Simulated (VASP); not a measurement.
Si:

```xyz
2
Lattice="0.0000 2.7036 2.7036 2.7036 0.0000 2.7036 2.7036 2.7036 0.0000" Properties=species:S:1:pos:R:3 pbc="T T T"
Si    2.7036    2.7036    2.7036
Si    4.0554    4.0554    4.0554
```

Base run:

```yaml
Program: VASP 6.6.1
Functional: revPBE
Potentials_or_basis: VASP PAW PBE potentials, release 64 (Si)
Cutoff: 520 eV
k_mesh: 8 × 8 × 8
Occupations: fermi-dirac, width 0.05 eV
Spin: no spin polarisation
```

Its results: band gap on the k mesh 0.63 eV, indirect (least direct gap 2.57 eV); pressure 4.3 GPa.

**Question.** After a change of settings the same cell gave: band gap on the k mesh 0.48 eV, indirect (least direct gap 2.52 eV); pressure 1.5 GPa. Which change was it?
A. functional from revPBE to LDA; potentials or basis from VASP PAW PBE potentials, release 64 (Si) to VASP PAW LDA potentials, release 64 (Si)
B. functional from revPBE to r2SCAN; dispersion from none to rVV10
C. functional from revPBE to r2SCAN50; k mesh from 8 × 8 × 8 to 4 × 4 × 4
D. functional from revPBE to PBEsol

**Answer.** D.

PBEsol binds more tightly than revPBE, so the same cell stands under less pressure.

Caveats: the PAW data sets were made with another functional, which shifts forces and pressure a little.
